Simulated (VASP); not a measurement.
# YScI6 in VASP: single point with PBEsol

Aim: the single point of YScI6 with PBEsol.

Everything below comes from runs of VASP 6.6.1. Logs are shortened: lines on timing, memory, paths and dates and some standing lists are left out, and cuts for length are marked.

**1. The cell of the first run**

The typed cell holds 8 atoms: a = 5.855 Å, b = 5.855 Å, c = 11.556 Å, α = 90.00°, β = 90.00°, γ = 89.80°.

**2. Single point, PBEsol**

Contents of INCAR:

```
SYSTEM = YScI6
PREC     = Accurate       ! precision mode
ENCUT    = 520            ! plane-wave cutoff, eV
EDIFF    = 1E-6           ! SCF threshold, eV
ISMEAR   = -1             ! smearing method
SIGMA    = 0.03           ! smearing width, eV
LREAL    = .FALSE.        ! projectors in reciprocal space
LASPH    = .TRUE.         ! aspherical terms in the spheres
NELM     = 80             ! most SCF steps
ALGO     = Normal         ! electronic algorithm
ISIF     = 2              ! what is computed and relaxed
LWAVE    = .FALSE.        ! write WAVECAR
LCHARG   = .FALSE.        ! write CHGCAR
GGA      = PS             ! functional
NBANDS   = 42             ! bands
```

Contents of KPOINTS:

```
Automatic mesh
0
G
  4 4 2
  0 0 0
```

Contents of POSCAR:

```
YScI6
1.0
    4.1476011851     -4.1332218599      0.0002884934
    4.1476011851      4.1332218599      0.0002884934
   -0.0008364941      0.0000000000     11.5560986643
Y Sc I
1 1 6
Direct
    1.0004096496      1.0004096496      0.7417402199
    0.0300740422      0.0300740422      0.2417586634
    0.5012127581     -0.0055289902      0.2417443674
   -0.0055289902      0.5012127581      0.2417443674
    0.4988360316      0.9991477545      0.7417571730
    0.9991477545      0.4988360316      0.7417571730
   -0.0120826831     -0.0120826831      0.4842192902
   -0.0120675726     -0.0120675726      0.9992797259
```

Potentials or basis: VASP PAW PBE potentials, release 64 (Y_sv, Sc_sv, I).

The run is started by

```console
$ cat potpaw_PBE.64/Y_sv/POTCAR potpaw_PBE.64/Sc_sv/POTCAR potpaw_PBE.64/I/POTCAR > POTCAR
$ mpirun -np 1 vasp_std > vasp.out
```

OUTCAR:

```text
SYSTEM = YScI6
   PREC = Accurate
   ENCUT = 520
   EDIFF = 1E-6
   ISMEAR = -1
   LREAL = .FALSE.
   LASPH = .TRUE.
   NELM = 80
   ISIF = 2
   GGA = PS

 ion  position               nearest neighbor table
   1  0.000  0.000  0.742-   5 2.92   6 2.92   6 2.94   5 2.94   7 2.98   8 2.98
   2  0.030  0.030  0.242-   3 2.77   4 2.77   7 2.82   8 2.82   4 3.10   3 3.10
   3  0.501  0.994  0.242-   2 2.77   2 3.10
   4  0.994  0.501  0.242-   2 2.77   2 3.10
   5  0.499  0.999  0.742-   1 2.92   1 2.94
   6  0.999  0.499  0.742-   1 2.92   1 2.94
   7  0.988  0.988  0.484-   2 2.82   1 2.98
   8  0.988  0.988  0.999-   2 2.82   1 2.98

  LATTYP: Found a base centered orthorhombic cell.
 ALAT       =     8.2664437198
 B/A-ratio  =     1.0034789653
 C/A-ratio  =     1.3979528666

  Lattice vectors:

 A1 = (  -4.1476011851,  -4.1332218599,  -0.0002884934)
 A2 = (   4.1476011851,  -4.1332218599,   0.0002884934)
 A3 = (  -0.0008364941,   0.0000000000,  11.5560986643)

Analysis of symmetry for initial positions (statically):
=====================================================================
 Subroutine PRICEL returns:
 Original cell was already a primitive cell.

 Routine SETGRP: Setting up the symmetry group for a
 base centered orthorhombic supercell.

 Subroutine GETGRP returns: Found  2 space group operations
 (whereof  2 operations were pure point group operations)
 out of a pool of  8 trial point group operations.

The static configuration has the point symmetry C_1h.

Analysis of symmetry for dynamics (positions and initial velocities):
=====================================================================
 Subroutine PRICEL returns:
 Original cell was already a primitive cell.

 Routine SETGRP: Setting up the symmetry group for a
 base centered orthorhombic supercell.

 Subroutine GETGRP returns: Found  2 space group operations
 (whereof  2 operations were pure point group operations)
 out of a pool of  8 trial point group operations.

The dynamic configuration has the point symmetry C_1h.

 Subroutine INISYM returns: Found  2 space group operations
 (whereof  2 operations are pure point group operations),
 and found     1 'primitive' translations

----------------------------------------------------------------------------------------

                                     Primitive cell

  volume of cell :     396.2114

  direct lattice vectors                    reciprocal lattice vectors
     4.147601185 -4.133221860  0.000288493     0.120551609 -0.120971004  0.000008726
     4.147601185  4.133221860  0.000288493     0.120551609  0.120971004  0.000008726
    -0.000836494  0.000000000 11.556098664    -0.000006019  0.000000000  0.086534394

  length of vectors
     5.855434964  5.855434964 11.556098695     0.170782536  0.170782536  0.086534394

  position of ions in fractional coordinates (direct lattice)
     0.000409650  0.000409650  0.741740220
     0.030074042  0.030074042  0.241758663
     0.501212758  0.994471010  0.241744367
     0.994471010  0.501212758  0.241744367
     0.498836032  0.999147755  0.741757173
     0.999147755  0.498836032  0.741757173
     0.987917317  0.987917317  0.484219290
     0.987932427  0.987932427  0.999279726

  ion indices of the primitive-cell ions
   primitive index   ion index
                 1           1
                 2           2
                 3           3
                 4           4
                 5           5
                 6           6
                 7           7
                 8           8

----------------------------------------------------------------------------------------

 KPOINTS: Automatic mesh

Automatic generation of k-mesh.
 Grid dimensions read from file:
 generate k-points for:    4    4    2

 Generating k-lattice:

  Cartesian coordinates                     Fractional coordinates (reciprocal lattice)
     0.030137902 -0.030242751  0.000002182     0.250000000 -0.000000000  0.000000000
     0.030137902  0.030242751  0.000002182    -0.000000000  0.250000000  0.000000000
    -0.000003010  0.000000000  0.043267197    -0.000000000 -0.000000000  0.500000000

  Length of vectors
     0.042695634  0.042695634  0.043267197

  Shift w.r.t. Gamma in fractional coordinates (k-lattice)
     0.000000000  0.000000000  0.000000000

 Subroutine IBZKPT returns following result:
 ===========================================

 Found     14 irreducible k-points:

 Following reciprocal coordinates:
            Coordinates               Weight
  0.000000  0.000000  0.000000      1.000000
  0.250000 -0.000000 -0.000000      4.000000
  0.500000 -0.000000 -0.000000      2.000000
  0.250000  0.250000 -0.000000      2.000000
  0.500000  0.250000  0.000000      4.000000
 -0.250000  0.250000  0.000000      2.000000
  0.500000  0.500000 -0.000000      1.000000
  0.000000  0.000000  0.500000      1.000000
  0.250000 -0.000000  0.500000      4.000000
  0.500000 -0.000000  0.500000      2.000000
  0.250000  0.250000  0.500000      2.000000
  0.500000  0.250000  0.500000      4.000000
 -0.250000  0.250000  0.500000      2.000000
  0.500000  0.500000  0.500000      1.000000
   k-points           NKPTS =     14   k-points in BZ     NKDIM =     14   number of bands    NBANDS=     42
   number of dos      NEDOS =    301   number of ions     NIONS =      8
   total plane-waves  NPLWV = 207360
   dimension x,y,z NGX =    48 NGY =   48 NGZ =   90
   dimension x,y,z NGXF=    96 NGYF=   96 NGZF=  180
   ions per type =               1   1   6
   NGX,Y,Z   is equivalent  to a cutoff of  13.63, 13.63, 12.95 a.u.
   NGXF,Y,Z  is equivalent  to a cutoff of  27.26, 27.26, 25.89 a.u.
 SYSTEM =  YScI6
   PREC   = accura    normal or accurate (medium, high low for compatibility)
   ISTART =      0    job   : 0-new  1-cont  2-samecut
   ICHARG =      2    charge: 1-file 2-atom 10-const
   ISPIN  =      1    spin polarized calculation?
   LNONCOLLINEAR =      F non collinear calculations
   LSORBIT =      F    spin-orbit coupling
   LASPH  =      T    aspherical Exc in radial PAW
   ENCUT  =  520.0 eV  38.22 Ry    6.18 a.u.  10.89 10.89 21.49*2*pi/ulx,y,z
   NELM   =     80;   NELMIN=  2; NELMDL= -5     # of ELM steps
   EDIFF  = 0.1E-05   stopping-criterion for ELM
   LREAL  =      F    real-space projection
   EDIFFG = 0.1E-04   stopping-criterion for IOM
   NSW    =      0    number of steps for IOM
   IBRION =     -1    ionic relax: 0-MD 1-quasi-New 2-CG
   NFREE  =      0    steps in history (QN), initial steepest desc. (CG)
   ISIF   =      2    stress and relaxation
   ISYM   =      2    0-nonsym 1-usesym 2-fastsym
   POTIM  = 0.5000    time-step for ionic-motion
   TEBEG  =    0.0;   TEEND  =   0.0 temperature during run
   PSTRESS=    0.0 pullay stress
   NELECT =      64.0000    total number of electrons
   NUPDOWN=      -1.0000    fix difference up-down
   EMIN   =  10.00;   EMAX   =-10.00  energy-range for DOS
   EFERMI =   0.00;   METHOD = LEGACY
   ISMEAR =    -1;   SIGMA  =   0.03  broadening in eV -4-tet -1-fermi 0-gaus
   EFERMI_NEDOS =   21; number of points for ismear=-14 and -15
   IALGO  =     38    algorithm
   IMIX   =      4    mixing-type and parameters
     AMIX     =   0.40;   BMIX     =  1.00
     AMIX_MAG =   1.60;   BMIX_MAG =  1.00
  volume/ion in A,a.u.               =      49.53       334.22
  Fermi-wavevector in a.u.,A,eV,Ry     =   0.891578  1.684837 10.815417  0.794911
  Thomas-Fermi vector in A             =   2.013416
   LORBIT       =      0    0 simple, 1 ext, 2 COOP (PROOUT), +10 PAW based schemes
   GGA     = PS    functional components
   LHFCALC =     F    Hartree Fock is set to
   AEXX    =    0.0000 exact exchange contribution
   IVDW    =     0    specifies the selected vdW correction
   LEPSILON=     F    determine dielectric tensor
   LRPA    =     F    only Hartree local field effects (RPA)
 non-spin polarized calculation
  energy-cutoff  :      520.00
  volume of cell :      396.21
 maximum number of plane-waves:     10701
 NGX is ok and might be reduce to    48
   NGX = 21   NGY = 21   NGZ = 43

 number of electron      63.9999999 magnetization

 Free energy of the ion-electron system (eV)
  ---------------------------------------------------
  ext. energy  EPLUGINS =         0.00000000
  ---------------------------------------------------
  free energy    TOTEN  =       -33.05160009 eV

  energy without entropy =      -33.05160009  energy(sigma->0) =      -33.05160009

 E-fermi :   1.2183     XC(G=0):  -7.0295

 val. band max:        0.5166726960   @ k =   0.5000   0.5000  -0.0000
 cond. band min:       1.9720883577   @ k =   0.0000   0.0000   0.0000
 fundamental gap:      1.4554156617
 Fermi energy:         1.2182955007

 k-point     1 :       0.0000    0.0000    0.0000
  band No.  band energies     occupation
      1     -49.3295      2.00000
      2     -42.1673      2.00000
      3     -28.0278      2.00000
      4     -28.0240      2.00000
      5     -28.0156      2.00000
      6     -22.2090      2.00000
[... 34 lines left out ...]
     41       3.6096      0.00000
     42       3.7071      0.00000

 k-point     2 :       0.2500   -0.0000   -0.0000
  band No.  band energies     occupation
      1     -49.3295      2.00000
      2     -42.1673      2.00000
      3     -28.0279      2.00000
      4     -28.0239      2.00000
      5     -28.0157      2.00000
      6     -22.2137      2.00000
[... 34 lines left out ...]
     41       3.7508      0.00000
     42       4.4482      0.00000

 k-point     3 :       0.5000   -0.0000   -0.0000
  band No.  band energies     occupation
      1     -49.3295      2.00000
      2     -42.1674      2.00000
      3     -28.0280      2.00000
      4     -28.0239      2.00000
      5     -28.0158      2.00000
      6     -22.2186      2.00000
[... 447 lines left out ...]
      4     -28.0239      2.00000
      5     -28.0158      2.00000
      6     -22.2137      2.00000
[... 34 lines left out ...]
     41       4.9142      0.00000
     42       5.0293      0.00000

 k-point    14 :       0.5000    0.5000    0.5000
  band No.  band energies     occupation
      1     -49.3295      2.00000
      2     -42.1675      2.00000
      3     -28.0282      2.00000
      4     -28.0238      2.00000
      5     -28.0160      2.00000
      6     -22.2185      2.00000
[... 34 lines left out ...]
     41       4.8198      0.00000
     42       5.9473      0.00000

------------------------ aborting loop because EDIFF is reached ----------------------------------------

  FORCE on cell =-STRESS in cart. coord.  units (eV):
  Direction    XX          YY          ZZ          XY          YZ          ZX
  --------------------------------------------------------------------------------------
  -------------------------------------------------------------------------------------
  Total        0.0467944      0.0581899      0.0789194      0.0000000      0.0000000      0.0000162
  in kB        0.1892247      0.2353051      0.3191300      0.0000000      0.0000000      0.0000656
  external PRESSURE =       0.2478866 kB  Pullay stress =       0.0000000 kB

 VOLUME and BASIS-vectors are now :
 -----------------------------------------------------------------------------
  energy-cutoff  :      520.00
  volume of cell :      396.21
      direct lattice vectors                 reciprocal lattice vectors
     4.147601185 -4.133221860  0.000288493     0.120551609 -0.120971004  0.000008726
     4.147601185  4.133221860  0.000288493     0.120551609  0.120971004  0.000008726
    -0.000836494  0.000000000 11.556098664    -0.000006019  0.000000000  0.086534394

 POSITION                                       TOTAL-FORCE (eV/Angst)
 -----------------------------------------------------------------------------------
      0.00278      0.00000      8.57162        -0.000345      0.000000      0.000763
      0.24927      0.00000      2.79380        -0.008215      0.000000     -0.000943
      6.20330      2.03875      2.79405         0.005116     -0.005852      0.000085
      6.20330     -2.03875      2.79405         0.005116      0.005852      0.000085
      6.21242      2.06790      8.57225        -0.000151      0.000345     -0.000037
      6.21242     -2.06790      8.57225        -0.000151     -0.000345     -0.000037
      8.19457      0.00000      5.59626        -0.000695      0.000000      0.011894
      8.19426      0.00000     11.54835        -0.000675      0.000000     -0.011812
 -----------------------------------------------------------------------------------
    total drift:                               -0.000630     -0.000000     -0.000017

  FREE ENERGIE OF THE ION-ELECTRON SYSTEM (eV)
  ---------------------------------------------------
  free  energy   TOTEN  =       -33.0516000939 eV

  energy  without entropy=      -33.0516000938  energy(sigma->0) =      -33.05160009
```

It took 8.5 min on 1 thread of Intel Xeon 8259CL, shared host; peak memory 0.63 GiB.

What came out:

```
Free energy            : -33.0516 eV
Pressure               : 0.0 GPa
Largest force          : 0.012 eV/Å
Band gap on the k mesh : 1.46 eV (least direct gap 1.60 eV)
```

Forces on the atoms (eV/Å):
```
Y    0.000  0.000  0.001
Sc  -0.008  0.000 -0.001
I    0.005 -0.006  0.000
I    0.005  0.006  0.000
I    0.000  0.000  0.000
I    0.000  0.000  0.000
I   -0.001  0.000  0.012
I   -0.001  0.000 -0.012
```

Caveat: the PAW data sets were made with another functional, which shifts forces and pressure a little; spin-orbit coupling is left out, which moves the levels of the heavy elements. A k mesh can miss the band edges.
